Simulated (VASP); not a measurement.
Crystal: MoS2.

```xyz
3
Lattice="3.2908 0.0000 0.0000 -1.6454 2.8499 0.0000 0.0000 0.0000 6.4363" Properties=species:S:1:pos:R:3 pbc="T T T"
Mo    0.0000    0.0000    3.2181
S     1.6454    0.9500    4.7930
S     0.0000    1.8999    1.6433
```

Base run:

* Program: VASP 6.6.1
* Functional: BLYP
* Dispersion: D4
* Potentials or basis: VASP PAW PBE potentials, release 64 (Mo_sv, S)
* Cutoff: 520 eV
* k mesh: 9 × 9 × 4
* Occupations: fermi-dirac, width 0.05 eV
* Spin: no spin polarisation

Its results: band gap on the k mesh zero (band 13 reaches 7.17 eV, above the bottom of band 14 at 6.14 eV); pressure -5.5 GPa; largest force 0.242 eV/Å.

Q: The run is repeated on the same cell with these changes: functional from BLYP to r2SCAN; dispersion from D4 to rVV10. What comes out?

A: Band gap on the k mesh zero (band 13 reaches 6.75 eV, above the bottom of band 14 at 5.58 eV); pressure -7.9 GPa; largest force 0.721 eV/Å.

Several settings changed at once, so the effect can't be laid on one alone.

Caveats: the PAW data sets were made with another functional, which shifts forces and pressure a little.
